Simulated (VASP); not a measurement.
A run of VASP 6.6.1 is set up as follows.

INCAR

```
SYSTEM = TaN
PREC     = Accurate       ! precision mode
ENCUT    = 520            ! plane-wave cutoff, eV
EDIFF    = 1E-6           ! SCF threshold, eV
ISMEAR   = 0              ! smearing method
SIGMA    = 0.15           ! smearing width, eV
LREAL    = .False.        ! projectors in reciprocal space
LASPH    = .True.         ! aspherical terms in the spheres
NELM     = 100            ! most SCF steps
ALGO     = Fast           ! electronic algorithm
ISIF     = 2              ! what is computed and relaxed
LWAVE    = .False.        ! write WAVECAR
LCHARG   = .False.        ! write CHGCAR
GGA      = CA             ! functional
NBANDS   = 42             ! bands
```

File KPOINTS:

```
Automatic mesh
0
Gamma
  14 14 4
  0 0 0
```

The input POSCAR:

```
TaN
1.0
   -3.1035877079      0.0000000000      0.0000000000
   -1.5517938539     -2.6877857979      0.0000000000
   -0.9052130815     -0.6719464495     12.0200957435
Ta N
4 4
Direct
    0.1802291411      0.1036770450      0.9186251535
    0.2635624744      0.2286770450      0.4186251535
    0.6385624744      0.6245103783      0.1686251535
    0.5552291411      0.4995103783      0.6686251535
    0.3197708589      0.3129896217      0.0813748465
    0.2364375256      0.1879896217      0.5813748465
    0.6114375256      0.5838229550      0.3313748465
    0.5281041923      0.4588229550      0.8313748465
```

Potentials or basis: VASP PAW LDA potentials, release 64 (Ta_pv, N).

Command:

```console
$ cat potpaw_LDA.64/Ta_pv/POTCAR potpaw_LDA.64/N/POTCAR > POTCAR
$ mpirun -np 1 vasp_std > vasp.out
```

Estimate the largest force.

2.704 eV/Å.

Estimate the pressure.

-2.9 GPa.

Stress tensor (GPa, compression positive):
```
-1.36 -1.19  2.14
-1.19 -1.72  1.40
 2.14  1.40 -5.65
```

Caveat: forces of over 1 eV/Å act on the atoms, so gaps and moduli don't describe the material at rest.
